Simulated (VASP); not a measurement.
# Ta (Im-3m) in VASP: elastic constants with PBE

Aim: the elastic constants of Ta with PBE.

All numbers are computed with VASP 6.6.1; they aren't measurements. Logs are shortened: lines on timing, memory, paths and dates and some standing lists are left out, and cuts for length are marked.

## 1. The cell of the first run

Symmetry: Im-3m, No. 229, cubic system. Conventional cell: a = 3.322 Å, b = 3.322 Å, c = 3.322 Å, α = 90.00°, β = 90.00°, γ = 90.00°. Ta (site symmetry m-3m) has 14 Ta at 2.88 to 3.32 Å within 3.8 Å.

## 2. Elastic constants, PBE

File INCAR:

```
  ALGO = Fast
  EDIFF = 1E-8
  ENCUT = 600
  GGA = PE
  IBRION = 6
  ISIF = 3
  ISMEAR = -1
  LASPH = T
  LCHARG = T
  LREAL = F
  LWAVE = F
  NBANDS = 12
  NELM = 80
  NFREE = 2
  NSW = 1
  POTIM = 0.015
  PREC = Accurate
  SIGMA = 0.15
```

File KPOINTS:

```
k-points
0
Gamma
  18 18 18
```

File POSCAR:

```
Ta
1.0
   -1.6609402996      1.6609402996      1.6609402996
    1.6609402996     -1.6609402996      1.6609402996
    1.6609402996      1.6609402996     -1.6609402996
Ta
1
Direct
    0.0000000000      0.0000000000      0.0000000000
```

Potentials or basis: VASP PAW PBE potentials, release 64 (Ta_pv).

Command:

```sh
cat potpaw_PBE.64/Ta_pv/POTCAR > POTCAR
mpirun -np 1 vasp_std > vasp.out
```

OUTCAR:

```text
EDIFF = 1E-8
   ENCUT = 600
   GGA = PE
   IBRION = 6
   ISIF = 3
   ISMEAR = -1
   LASPH = T
   LREAL = F
   NELM = 80
   NFREE = 2
   NSW = 1
   POTIM = 0.015
   PREC = Accurate

 ion  position               nearest neighbor table
   1  0.000  0.000  0.000-

  LATTYP: Found a body centered cubic cell.
 ALAT       =     3.3218805992

  Lattice vectors:

 A1 = (  -1.6609402996,   1.6609402996,   1.6609402996)
 A2 = (   1.6609402996,  -1.6609402996,   1.6609402996)
 A3 = (   1.6609402996,   1.6609402996,  -1.6609402996)

Analysis of symmetry for initial positions (statically):
=====================================================================
 Subroutine PRICEL returns:
 Original cell was already a primitive cell.

 Routine SETGRP: Setting up the symmetry group for a
 body centered cubic supercell.

 Subroutine GETGRP returns: Found 48 space group operations
 (whereof 48 operations were pure point group operations)
 out of a pool of 48 trial point group operations.

The static configuration has the point symmetry O_h .

Analysis of symmetry for dynamics (positions and initial velocities):
=====================================================================
 Subroutine PRICEL returns:
 Original cell was already a primitive cell.

 Routine SETGRP: Setting up the symmetry group for a
 body centered cubic supercell.

 Subroutine GETGRP returns: Found 48 space group operations
 (whereof 48 operations were pure point group operations)
 out of a pool of 48 trial point group operations.

The dynamic configuration has the point symmetry O_h .

 Subroutine INISYM returns: Found 48 space group operations
 (whereof 48 operations are pure point group operations),
 and found     1 'primitive' translations

----------------------------------------------------------------------------------------

                                     Primitive cell

  volume of cell :      18.3283

  direct lattice vectors                    reciprocal lattice vectors
    -1.660940300  1.660940300  1.660940300     0.000000000  0.301034300  0.301034300
     1.660940300 -1.660940300  1.660940300     0.301034300  0.000000000  0.301034300
     1.660940300  1.660940300 -1.660940300     0.301034300  0.301034300  0.000000000

  length of vectors
     2.876832987  2.876832987  2.876832987     0.425726789  0.425726789  0.425726789

  position of ions in fractional coordinates (direct lattice)
     0.000000000  0.000000000  0.000000000

  ion indices of the primitive-cell ions
   primitive index   ion index
                 1           1

----------------------------------------------------------------------------------------

 KPOINTS: k-points

Automatic generation of k-mesh.
 Grid dimensions read from file:
 generate k-points for:   18   18   18

 Generating k-lattice:

  Cartesian coordinates                     Fractional coordinates (reciprocal lattice)
     0.000000000  0.016724128  0.016724128     0.055555556  0.000000000  0.000000000
     0.016724128  0.000000000  0.016724128     0.000000000  0.055555556  0.000000000
     0.016724128  0.016724128  0.000000000     0.000000000  0.000000000  0.055555556

  Length of vectors
     0.023651488  0.023651488  0.023651488

  Shift w.r.t. Gamma in fractional coordinates (k-lattice)
     0.000000000  0.000000000  0.000000000

 Subroutine IBZKPT returns following result:
 ===========================================

 Found    195 irreducible k-points:

 Following reciprocal coordinates:
            Coordinates               Weight
  0.000000  0.000000  0.000000      1.000000
  0.055556  0.000000  0.000000     12.000000
  0.111111  0.000000  0.000000     12.000000
  0.166667  0.000000  0.000000     12.000000
  0.222222  0.000000  0.000000     12.000000
  0.277778  0.000000  0.000000     12.000000
[... 16 lines left out ...]
  0.333333  0.111111 -0.000000     48.000000
  0.388889  0.111111  0.000000     48.000000
 [... further k-points ...]
   k-points           NKPTS =    195   k-points in BZ     NKDIM =    195   number of bands    NBANDS=     12
   number of dos      NEDOS =    301   number of ions     NIONS =      1
   total plane-waves  NPLWV =  13824
   dimension x,y,z NGX =    24 NGY =   24 NGZ =   24
   dimension x,y,z NGXF=    48 NGYF=   48 NGZF=   48
   ions per type =               1
[... 22 lines left out ...]
   PSTRESS=    0.0 pullay stress
   NELECT =      11.0000    total number of electrons
   NUPDOWN=      -1.0000    fix difference up-down
   EMIN   =  10.00;   EMAX   =-10.00  energy-range for DOS
   EFERMI =   0.00;   METHOD = LEGACY
   ISMEAR =    -1;   SIGMA  =   0.15  broadening in eV -4-tet -1-fermi 0-gaus
   EFERMI_NEDOS =   21; number of points for ismear=-14 and -15
   IALGO  =     68    algorithm
   IMIX   =      4    mixing-type and parameters
     AMIX     =   0.40;   BMIX     =  1.00
     AMIX_MAG =   1.60;   BMIX_MAG =  1.00
  volume/ion in A,a.u.               =      18.33       123.69
  Fermi-wavevector in a.u.,A,eV,Ry     =   1.380909  2.609540 25.945079  1.906909
  Thomas-Fermi vector in A             =   2.505742
   LORBIT       =      0    0 simple, 1 ext, 2 COOP (PROOUT), +10 PAW based schemes
   GGA     = PE    functional components
   LHFCALC =     F    Hartree Fock is set to
   AEXX    =    0.0000 exact exchange contribution
   IVDW    =     0    specifies the selected vdW correction
   LEPSILON=     F    determine dielectric tensor
   LRPA    =     F    only Hartree local field effects (RPA)
 finite differences with symmetry
 non-spin polarized calculation
 RMM-DIIS sequential band-by-band and
  energy-cutoff  :      600.00
  volume of cell :       18.33
 maximum number of plane-waves:       627
   NGX = 11   NGY = 11   NGZ = 11

--------------------------------------- Ionic step        1  -------------------------------------------

 number of electron      11.0000000 magnetization

 Free energy of the ion-electron system (eV)
  ---------------------------------------------------
  ext. energy  EPLUGINS =         0.00000000
  ---------------------------------------------------
  free energy    TOTEN  =       -11.86211356 eV

  energy without entropy =      -11.76567002  energy(sigma->0) =      -11.81389179

------------------------ aborting loop because EDIFF is reached ----------------------------------------

  FORCE on cell =-STRESS in cart. coord.  units (eV):
  Direction    XX          YY          ZZ          XY          YZ          ZX
  --------------------------------------------------------------------------------------
  -------------------------------------------------------------------------------------
  Total        0.0086115      0.0086115      0.0086115      0.0000000     -0.0000000      0.0000000
  in kB        0.7527770      0.7527770      0.7527770      0.0000000     -0.0000000      0.0000000
  external PRESSURE =       0.7527770 kB  Pullay stress =       0.0000000 kB
[... 86 lines left out ...]
  FREE ENERGIE OF THE ION-ELECTRON SYSTEM (eV)
  ---------------------------------------------------
  free  energy   TOTEN  =       -11.8585057296 eV

  energy  without entropy=      -11.7636855230  energy(sigma->0) =      -11.81109563

[... ionic steps 4 to 12 ...]

--------------------------------------- Ionic step       13  -------------------------------------------

 number of electron      11.0000000 magnetization

------------------------ aborting loop because EDIFF is reached ----------------------------------------
[... 65 lines left out ...]
--------------------------------------- Ionic step       15  -------------------------------------------

 number of electron      11.0000000 magnetization

 Free energy of the ion-electron system (eV)
  ---------------------------------------------------
  ext. energy  EPLUGINS =         0.00000000
  ---------------------------------------------------
  free energy    TOTEN  =       -11.86211382 eV

  energy without entropy =      -11.76566971  energy(sigma->0) =      -11.81389177

 E-fermi :   5.3801     XC(G=0): -12.5285

 val. band max:        5.3788638465   @ k =  -0.3889   0.5000   0.0556
 cond. band min:       5.3870985898   @ k =   0.1111   0.0556   0.0556
 fundamental gap:      0.0082347432
 Fermi energy:         5.3801449931

 k-point     1 :       0.0000    0.0000    0.0000
  band No.  band energies     occupation
      1     -27.7897      2.00000
      2     -27.7897      2.00000
      3     -27.7897      2.00000
      4      -2.5031      2.00000
      5       6.0824      0.01836
      6       6.0824      0.01835
      7       6.0824      0.01835
      8       9.2939      0.00000
      9       9.2939      0.00000
     10      19.9912      0.00000
     11      20.2738      0.00000
     12      20.2738      0.00000
[... 331 lines left out ...]
 k-point    24 :       0.3889    0.1111    0.0000
  band No.  band energies     occupation
      1     -28.8292      2.00000
      2     -28.1787      2.00000
      3     -27.8447      2.00000
      4       1.4281      2.00000
      5       3.9715      1.99983
      6       5.9556      0.04225
      7       9.0392      0.00000
      8      10.3016      0.00000
      9      13.0779      0.00000
     10      16.5915      0.00000
     11      18.2233      0.00000
     12      19.9984      0.00000

 [... further k-points ...]
[... 5 lines left out ...]
  --------------------------------------------------------------------------------------
  -------------------------------------------------------------------------------------
  Total        0.0101896      0.0101896      0.0101896      0.0000000      0.0000000     -0.0000000
  in kB        0.8907270      0.8907270      0.8907270      0.0000000      0.0000000     -0.0000000
  external PRESSURE =       0.8907270 kB  Pullay stress =       0.0000000 kB
[... 16 lines left out ...]
  FREE ENERGIE OF THE ION-ELECTRON SYSTEM (eV)
  ---------------------------------------------------
  free  energy   TOTEN  =       -11.8621138244 eV

  energy  without entropy=      -11.7656697150  energy(sigma->0) =      -11.81389177

 INTERNAL STRAIN TENSORS FROM STRAINED CELLS
 ============================================

 INTERNAL STRAIN TENSOR FOR ION    1 for displacements in x,y,z  (eV/Angst):
          X           Y           Z          XY          YZ          ZX
  --------------------------------------------------------------------------------
  x     0.00000     0.00000    -0.00000     0.00000     0.00000    -0.00000
  y     0.00000    -0.00000    -0.00000    -0.00000     0.00000    -0.00000
  z    -0.00000    -0.00000     0.00000     0.00000    -0.00000     0.00000

 INTERNAL STRAIN TENSORS FROM DISPLACED ATOMS
 ============================================

 INTERNAL STRAIN TENSOR FOR ION    1 for displacements in x,y,z  (eV/Angst):
          X           Y           Z          XY          YZ          ZX
  --------------------------------------------------------------------------------
  x     0.00000     0.00000     0.00000     0.00000     0.00000     0.00000
  y     0.00000     0.00000     0.00000     0.00000     0.00000     0.00000
  z     0.00000     0.00000     0.00000     0.00000     0.00000     0.00000

 Eigenvectors and eigenvalues of the dynamical matrix
 ----------------------------------------------------

   1 f  =    0.000000 THz     0.000000 2PiTHz    0.000000 cm-1     0.000000 meV
             X         Y         Z           dx          dy          dz
      0.000000  0.000000  0.000000     1.000000    0.000000    0.000000

   2 f  =    0.000000 THz     0.000000 2PiTHz    0.000000 cm-1     0.000000 meV
             X         Y         Z           dx          dy          dz
      0.000000  0.000000  0.000000     0.000000    1.000000    0.000000

   3 f  =    0.000000 THz     0.000000 2PiTHz    0.000000 cm-1     0.000000 meV
             X         Y         Z           dx          dy          dz
      0.000000  0.000000  0.000000     0.000000    0.000000    1.000000

--------------------------------------------------------------------------------------------------------

 ELASTIC MODULI CONTR FROM IONIC RELAXATION (kBar)
 Direction    XX          YY          ZZ          XY          YZ          ZX
 --------------------------------------------------------------------------------
 XX           0.0000      0.0000      0.0000      0.0000      0.0000      0.0000
 YY           0.0000      0.0000      0.0000      0.0000      0.0000      0.0000
 ZZ           0.0000      0.0000      0.0000      0.0000      0.0000      0.0000
 XY           0.0000      0.0000      0.0000      0.0000      0.0000      0.0000
 YZ           0.0000      0.0000      0.0000      0.0000      0.0000      0.0000
 ZX           0.0000      0.0000      0.0000      0.0000      0.0000      0.0000
 --------------------------------------------------------------------------------

 TOTAL ELASTIC MODULI (kBar)
 Direction    XX          YY          ZZ          XY          YZ          ZX
 --------------------------------------------------------------------------------
 XX        2615.2766   1604.3384   1604.3384      0.0000      0.0000     -0.0000
 YY        1604.3384   2615.2766   1604.3384     -0.0000     -0.0000     -0.0000
 ZZ        1604.3384   1604.3384   2615.2766      0.0000      0.0000     -0.0000
 XY           0.0000     -0.0000      0.0000    699.6014      0.0000      0.0000
 YZ           0.0000     -0.0000      0.0000      0.0000    699.6014      0.0000
 ZX          -0.0000     -0.0000     -0.0000      0.0000      0.0000    699.6014
 --------------------------------------------------------------------------------
```

Wall time 18 min (1 thread of Intel Xeon 6975P-C, shared host); peak memory 0.75 GiB.

Results:

```
Elastic constants C11, C12, C44 : 262, 160, 70 GPa
Voigt bulk modulus              : 194 GPa
```

Elastic tensor in Voigt notation (GPa, in the Cartesian axes of the cell as first typed):
```
262 160 160   0   0   0
160 262 160   0   0   0
160 160 262   0   0   0
  0   0   0  70   0   0
  0   0   0   0  70   0
  0   0   0   0   0  70
```

Clamped-ion elastic tensor (GPa):
```
262 160 160   0   0   0
160 262 160   0   0   0
160 160 262   0   0   0
  0   0   0  70   0   0
  0   0   0   0  70   0
  0   0   0   0   0  70
```

Caveat: spin-orbit coupling is left out, which moves the levels of the heavy elements.
